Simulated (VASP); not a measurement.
# In3Sb (Pm-3m) in VASP: further runs

Runs on In3Sb. Level: PBEsol. Tasks: single point.

Program: VASP 6.6.1. These are calculated values, not measurements. Logs are shortened: lines on timing, memory, paths and dates and some standing lists are left out, and cuts for length are marked.

## (1) The cell of the first run

It takes space group Pm-3m (No. 221, cubic). Conventional cell: a = 4.837 Å, b = 4.837 Å, c = 4.837 Å, α = 90.00°, β = 90.00°, γ = 90.00°. In (site symmetry 4/mmm) has 8 In at 3.42 Å and 4 Sb at 3.42 Å within 4.5 Å. Within 4.5 Å of Sb (site symmetry m-3m) lie 12 In at 3.42 Å.

## (2) Single point, PBEsol

Input file INCAR:

```
PREC     = Accurate       # precision mode
ENCUT    = 520            # plane-wave cutoff, eV
EDIFF    = 1E-6           # SCF threshold, eV
ISMEAR   = 0              # smearing method
SIGMA    = 0.2            # smearing width, eV
LREAL    = F              # projectors in reciprocal space
LASPH    = T              # aspherical terms in the spheres
NELM     = 80             # most SCF steps
ALGO     = Normal         # electronic algorithm
ISIF     = 2              # what is computed and relaxed
LWAVE    = F              # write WAVECAR
LCHARG   = F              # write CHGCAR
GGA      = PS             # functional
NBANDS   = 30             # bands
```

Input file KPOINTS:

```
Automatic mesh
0
Gamma
  5 5 5
```

Input file POSCAR:

```
In3Sb
1.0
    4.8369620000      0.0000000000      0.0000000000
    0.0000000000      4.8369620000      0.0000000000
    0.0000000000      0.0000000000      4.8369620000
In Sb
3 1
Direct
    0.5000000000      0.5000000000      0.0000000000
    0.5000000000      0.0000000000      0.5000000000
    0.0000000000      0.5000000000      0.5000000000
    0.0000000000      0.0000000000      0.0000000000
```

Potentials or basis: VASP PAW PBE potentials, release 64 (In_d, Sb).

Command:

```console
$ cat potpaw_PBE.64/In_d/POTCAR potpaw_PBE.64/Sb/POTCAR > POTCAR
$ mpirun -np 1 vasp_std > vasp.out
```

OUTCAR:

```text
PREC = Accurate
   ENCUT = 520
   EDIFF = 1E-6
   ISMEAR = 0
   LREAL = F
   LASPH = T
   NELM = 80
   ISIF = 2
   GGA = PS

 ion  position               nearest neighbor table
   1  0.500  0.500  0.000-   2 3.42   3 3.42   4 3.42   2 3.42   3 3.42   2 3.42   4 3.42   2 3.42
                             3 3.42   4 3.42   3 3.42   4 3.42
   2  0.500  0.000  0.500-   1 3.42   3 3.42   4 3.42   1 3.42   4 3.42   1 3.42   3 3.42   1 3.42
                             3 3.42   4 3.42   4 3.42   3 3.42
   3  0.000  0.500  0.500-   1 3.42   2 3.42   4 3.42   1 3.42   4 3.42   2 3.42   4 3.42   4 3.42
                             1 3.42   2 3.42   1 3.42   2 3.42
   4  0.000  0.000  0.000-   1 3.42   2 3.42   3 3.42   2 3.42   3 3.42   1 3.42   3 3.42   3 3.42
                             1 3.42   2 3.42   2 3.42   1 3.42

  LATTYP: Found a simple cubic cell.
 ALAT       =     4.8369620000

  Lattice vectors:

 A1 = (   4.8369620000,   0.0000000000,   0.0000000000)
 A2 = (   0.0000000000,   4.8369620000,   0.0000000000)
 A3 = (   0.0000000000,   0.0000000000,   4.8369620000)

Analysis of symmetry for initial positions (statically):
=====================================================================
 Subroutine PRICEL returns:
 Original cell was already a primitive cell.

 Routine SETGRP: Setting up the symmetry group for a
 simple cubic supercell.

 Subroutine GETGRP returns: Found 48 space group operations
 (whereof 48 operations were pure point group operations)
 out of a pool of 48 trial point group operations.

The static configuration has the point symmetry O_h .

Analysis of symmetry for dynamics (positions and initial velocities):
=====================================================================
 Subroutine PRICEL returns:
 Original cell was already a primitive cell.

 Routine SETGRP: Setting up the symmetry group for a
 simple cubic supercell.

 Subroutine GETGRP returns: Found 48 space group operations
 (whereof 48 operations were pure point group operations)
 out of a pool of 48 trial point group operations.

The dynamic configuration has the point symmetry O_h .

 Subroutine INISYM returns: Found 48 space group operations
 (whereof 48 operations are pure point group operations),
 and found     1 'primitive' translations

----------------------------------------------------------------------------------------

                                     Primitive cell

  volume of cell :     113.1665

  direct lattice vectors                    reciprocal lattice vectors
     4.836962000  0.000000000  0.000000000     0.206741339  0.000000000  0.000000000
     0.000000000  4.836962000  0.000000000     0.000000000  0.206741339  0.000000000
     0.000000000  0.000000000  4.836962000     0.000000000  0.000000000  0.206741339

  length of vectors
     4.836962000  4.836962000  4.836962000     0.206741339  0.206741339  0.206741339

  position of ions in fractional coordinates (direct lattice)
     0.500000000  0.500000000  0.000000000
     0.500000000  0.000000000  0.500000000
     0.000000000  0.500000000  0.500000000
     0.000000000  0.000000000  0.000000000

  ion indices of the primitive-cell ions
   primitive index   ion index
                 1           1
                 2           2
                 3           3
                 4           4

----------------------------------------------------------------------------------------

 KPOINTS: Automatic mesh

Automatic generation of k-mesh.
 Grid dimensions read from file:
 generate k-points for:    5    5    5

 Generating k-lattice:

  Cartesian coordinates                     Fractional coordinates (reciprocal lattice)
     0.041348268  0.000000000  0.000000000     0.200000000  0.000000000  0.000000000
     0.000000000  0.041348268  0.000000000     0.000000000  0.200000000  0.000000000
     0.000000000  0.000000000  0.041348268     0.000000000  0.000000000  0.200000000

  Length of vectors
     0.041348268  0.041348268  0.041348268

  Shift w.r.t. Gamma in fractional coordinates (k-lattice)
     0.000000000  0.000000000  0.000000000

 Subroutine IBZKPT returns following result:
 ===========================================

 Found     10 irreducible k-points:

 Following reciprocal coordinates:
            Coordinates               Weight
  0.000000  0.000000  0.000000      1.000000
  0.200000  0.000000  0.000000      6.000000
  0.400000  0.000000  0.000000      6.000000
  0.200000  0.200000  0.000000     12.000000
  0.400000  0.200000  0.000000     24.000000
  0.400000  0.400000  0.000000     12.000000
  0.200000  0.200000  0.200000      8.000000
  0.400000  0.200000  0.200000     24.000000
  0.400000  0.400000  0.200000     24.000000
  0.400000  0.400000  0.400000      8.000000
   k-points           NKPTS =     10   k-points in BZ     NKDIM =     10   number of bands    NBANDS=     30
   number of dos      NEDOS =    301   number of ions     NIONS =      4
   total plane-waves  NPLWV =  46656
   dimension x,y,z NGX =    36 NGY =   36 NGZ =   36
   dimension x,y,z NGXF=    72 NGYF=   72 NGZF=   72
   ions per type =               3   1
   NGX,Y,Z   is equivalent  to a cutoff of  12.37, 12.37, 12.37 a.u.
   NGXF,Y,Z  is equivalent  to a cutoff of  24.75, 24.75, 24.75 a.u.
 SYSTEM =  unknown system
   PREC   = accura    normal or accurate (medium, high low for compatibility)
   ISTART =      0    job   : 0-new  1-cont  2-samecut
   ICHARG =      2    charge: 1-file 2-atom 10-const
   ISPIN  =      1    spin polarized calculation?
   LNONCOLLINEAR =      F non collinear calculations
   LSORBIT =      F    spin-orbit coupling
   LASPH  =      T    aspherical Exc in radial PAW
   ENCUT  =  520.0 eV  38.22 Ry    6.18 a.u.   8.99  8.99  8.99*2*pi/ulx,y,z
   NELM   =     80;   NELMIN=  2; NELMDL= -5     # of ELM steps
   EDIFF  = 0.1E-05   stopping-criterion for ELM
   LREAL  =      F    real-space projection
   EDIFFG = 0.1E-04   stopping-criterion for IOM
   NSW    =      0    number of steps for IOM
   IBRION =     -1    ionic relax: 0-MD 1-quasi-New 2-CG
   NFREE  =      0    steps in history (QN), initial steepest desc. (CG)
   ISIF   =      2    stress and relaxation
   ISYM   =      2    0-nonsym 1-usesym 2-fastsym
   POTIM  = 0.5000    time-step for ionic-motion
   TEBEG  =    0.0;   TEEND  =   0.0 temperature during run
   PSTRESS=    0.0 pullay stress
   NELECT =      44.0000    total number of electrons
   NUPDOWN=      -1.0000    fix difference up-down
   EMIN   =  10.00;   EMAX   =-10.00  energy-range for DOS
   EFERMI =   0.00;   METHOD = LEGACY
   ISMEAR =     0;   SIGMA  =   0.20  broadening in eV -4-tet -1-fermi 0-gaus
   EFERMI_NEDOS =   21; number of points for ismear=-14 and -15
   IALGO  =     38    algorithm
   IMIX   =      4    mixing-type and parameters
     AMIX     =   0.40;   BMIX     =  1.00
     AMIX_MAG =   1.60;   BMIX_MAG =  1.00
  volume/ion in A,a.u.               =      28.29       190.92
  Fermi-wavevector in a.u.,A,eV,Ry     =   1.194867  2.257972 19.425148  1.427708
  Thomas-Fermi vector in A             =   2.330847
   LORBIT       =      0    0 simple, 1 ext, 2 COOP (PROOUT), +10 PAW based schemes
   GGA     = PS    functional components
   LHFCALC =     F    Hartree Fock is set to
   AEXX    =    0.0000 exact exchange contribution
   IVDW    =     0    specifies the selected vdW correction
   LEPSILON=     F    determine dielectric tensor
   LRPA    =     F    only Hartree local field effects (RPA)
 non-spin polarized calculation
 Gauss-broadening in eV      SIGMA  =   0.20
  energy-cutoff  :      520.00
  volume of cell :      113.17
 maximum number of plane-waves:      3064
 NGX is ok and might be reduce to    36
   NGX = 17   NGY = 17   NGZ = 17

 number of electron      43.9999994 magnetization

 Free energy of the ion-electron system (eV)
  ---------------------------------------------------
  ext. energy  EPLUGINS =         0.00000000
  ---------------------------------------------------
  free energy    TOTEN  =       -13.26887598 eV

  energy without entropy =      -13.19902291  energy(sigma->0) =      -13.23394944

 E-fermi :   6.7759     XC(G=0): -10.0473

 val. band max:        6.7732634347   @ k =   0.4000   0.4000   0.2000
 cond. band min:       6.8926722522   @ k =   0.4000   0.0000   0.0000
 fundamental gap:      0.1194088176
 Fermi energy:         6.7759101158

 k-point     1 :       0.0000    0.0000    0.0000
  band No.  band energies     occupation
      1      -7.8094      2.00000
      2      -7.8081      2.00000
      3      -7.8081      2.00000
      4      -7.8081      2.00000
      5      -7.6781      2.00000
      6      -7.6781      2.00000
[... 22 lines left out ...]
     29      12.7308      0.00000
     30      13.1658      0.00000

 k-point     2 :       0.2000    0.0000    0.0000
  band No.  band energies     occupation
      1      -7.8024      2.00000
      2      -7.7815      2.00000
      3      -7.7746      2.00000
      4      -7.7746      2.00000
      5      -7.6741      2.00000
      6      -7.6559      2.00000
[... 22 lines left out ...]
     29      13.2594      0.00000
     30      13.5036      0.00000

 k-point     3 :       0.4000    0.0000    0.0000
  band No.  band energies     occupation
      1      -7.7924      2.00000
      2      -7.7218      2.00000
      3      -7.6865      2.00000
      4      -7.6865      2.00000
      5      -7.6631      2.00000
      6      -7.6062      2.00000
[... 22 lines left out ...]
     29      12.5966      0.00000
     30      12.7850      0.00000

 k-point     4 :       0.2000    0.2000    0.0000
  band No.  band energies     occupation
      1      -7.7796      2.00000
      2      -7.7695      2.00000
      3      -7.7586      2.00000
      4      -7.7408      2.00000
      5      -7.6624      2.00000
      6      -7.6404      2.00000
[... 22 lines left out ...]
     29      12.5062      0.00000
     30      13.0708      0.00000

 k-point     5 :       0.4000    0.2000    0.0000
  band No.  band energies     occupation
      1      -7.7628      2.00000
      2      -7.7201      2.00000
      3      -7.6795      2.00000
      4      -7.6787      2.00000
      5      -7.6572      2.00000
      6      -7.6144      2.00000
[... 22 lines left out ...]
     29      11.4100      0.00000
     30      11.4899      0.00000

 k-point     6 :       0.4000    0.4000    0.0000
  band No.  band energies     occupation
      1      -7.7138      2.00000
      2      -7.6999      2.00000
      3      -7.6851      2.00000
      4      -7.6459      2.00000
      5      -7.6454      2.00000
      6      -7.6330      2.00000
[... 22 lines left out ...]
     29      11.8670      0.00000
     30      12.5374      0.00000

 k-point     7 :       0.2000    0.2000    0.2000
  band No.  band energies     occupation
      1      -7.7782      2.00000
      2      -7.7437      2.00000
      3      -7.7437      2.00000
      4      -7.7184      2.00000
      5      -7.6366      2.00000
      6      -7.6366      2.00000
[... 22 lines left out ...]
     29      11.4907      0.00000
     30      13.6608      0.00000

 k-point     8 :       0.4000    0.2000    0.2000
  band No.  band energies     occupation
      1      -7.7539      2.00000
      2      -7.7135      2.00000
      3      -7.6934      2.00000
      4      -7.6720      2.00000
      5      -7.6493      2.00000
      6      -7.6360      2.00000
[... 22 lines left out ...]
     29      11.6688      0.00000
     30      13.2810      0.00000

 k-point     9 :       0.4000    0.4000    0.2000
  band No.  band energies     occupation
      1      -7.7279      2.00000
      2      -7.7017      2.00000
      3      -7.6944      2.00000
      4      -7.6842      2.00000
      5      -7.6814      2.00000
      6      -7.6317      2.00000
[... 22 lines left out ...]
     29      12.3491      0.00000
     30      12.7707      0.00000

 k-point    10 :       0.4000    0.4000    0.4000
  band No.  band energies     occupation
      1      -7.7477      2.00000
      2      -7.7260      2.00000
      3      -7.7059      2.00000
      4      -7.7059      2.00000
      5      -7.6822      2.00000
      6      -7.6822      2.00000
[... 22 lines left out ...]
     29      13.8104      0.00000
     30      14.3219      0.00000

------------------------ aborting loop because EDIFF is reached ----------------------------------------

  FORCE on cell =-STRESS in cart. coord.  units (eV):
  Direction    XX          YY          ZZ          XY          YZ          ZX
  --------------------------------------------------------------------------------------
  -------------------------------------------------------------------------------------
  Total       -1.5259571     -1.5259571     -1.5259571      0.0000000      0.0000000      0.0000000
  in kB      -21.6040357    -21.6040357    -21.6040357      0.0000000      0.0000000      0.0000000
  external PRESSURE =     -21.6040357 kB  Pullay stress =       0.0000000 kB

 VOLUME and BASIS-vectors are now :
 -----------------------------------------------------------------------------
  energy-cutoff  :      520.00
  volume of cell :      113.17
      direct lattice vectors                 reciprocal lattice vectors
     4.836962000  0.000000000  0.000000000     0.206741339  0.000000000  0.000000000
     0.000000000  4.836962000  0.000000000     0.000000000  0.206741339  0.000000000
     0.000000000  0.000000000  4.836962000     0.000000000  0.000000000  0.206741339

 POSITION                                       TOTAL-FORCE (eV/Angst)
 -----------------------------------------------------------------------------------
      2.41848      2.41848      0.00000         0.000000      0.000000      0.000000
      2.41848      0.00000      2.41848         0.000000      0.000000      0.000000
      0.00000      2.41848      2.41848         0.000000      0.000000      0.000000
      0.00000      0.00000      0.00000         0.000000      0.000000      0.000000
 -----------------------------------------------------------------------------------
    total drift:                                0.000000      0.000000      0.000000

  FREE ENERGIE OF THE ION-ELECTRON SYSTEM (eV)
  ---------------------------------------------------
  free  energy   TOTEN  =       -13.2688759765 eV

  energy  without entropy=      -13.1990229098  energy(sigma->0) =      -13.23394944
```

Wall time 47 s (1 thread of Intel Xeon 8259CL, shared host); peak memory 0.21 GiB.

Results:

| Quantity | Value |
| --- | --- |
| Free energy | -13.2689 eV |
| Pressure | -2.2 GPa |
| Band gap on the k mesh | zero (bands 22 and 23 overlap by 2.08 eV) |

Levels at points of the mesh, in eV from the Fermi level:
```csv
k point,band 18,band 19,band 20,band 21,band 22,band 23,band 24,band 25,band 26,band 27
"(0.00, 0.00, 0.00)",-2.85,-2.85,-2.85,-2.41,-2.41,2.23,2.23,2.23,3.78,3.78
```

Caveat: the PAW data sets were made with another functional, which shifts forces and pressure a little; spin-orbit coupling is left out, which moves the levels of the heavy elements.

## (3) Single point, PBEsol

Input file INCAR:

```
SYSTEM = In3Sb
PREC     = Accurate       ! precision mode
ENCUT    = 520            ! plane-wave cutoff, eV
EDIFF    = 1E-6           ! SCF threshold, eV
ISMEAR   = 0              ! smearing method
SIGMA    = 0.4            ! smearing width, eV
LREAL    = .False.        ! projectors in reciprocal space
LASPH    = .True.         ! aspherical terms in the spheres
NELM     = 60             ! most SCF steps
ALGO     = Normal         ! electronic algorithm
ISIF     = 2              ! what is computed and relaxed
LWAVE    = .False.        ! write WAVECAR
LCHARG   = .False.        ! write CHGCAR
GGA      = PS             ! functional
NBANDS   = 30             ! bands
```

Input file KPOINTS:

```
regular mesh
0
Gamma
  5 5 5
  0 0 0
```

POSCAR is that of step 2.

Potentials or basis: VASP PAW PBE potentials, release 64 (In_d, Sb).

Command:

```console
$ cat potpaw_PBE.64/In_d/POTCAR potpaw_PBE.64/Sb/POTCAR > POTCAR
$ mpirun -np 1 vasp_std > vasp.out
```

Wall time 44 s (1 thread of Intel Xeon 8259CL, shared host); peak memory 0.21 GiB.

Results (log left out):

| Property | Result |
| --- | --- |
| Free energy | -13.3594 eV |
| Pressure | -2.3 GPa |
| Band gap on the k mesh | zero (bands 22 and 23 overlap by 2.07 eV) |

Levels at points of the mesh, in eV from the Fermi level:
```csv
k point,band 18,band 19,band 20,band 21,band 22,band 23,band 24,band 25,band 26,band 27
"(0.00, 0.00, 0.00)",-2.84,-2.84,-2.84,-2.40,-2.40,2.24,2.24,2.24,3.79,3.79
```

Caveat: so wide a smearing shifts energies and pressures; the PAW data sets were made with another functional, which shifts forces and pressure a little; spin-orbit coupling is left out, which moves the levels of the heavy elements.

(Part 1 of 3 ends here.)
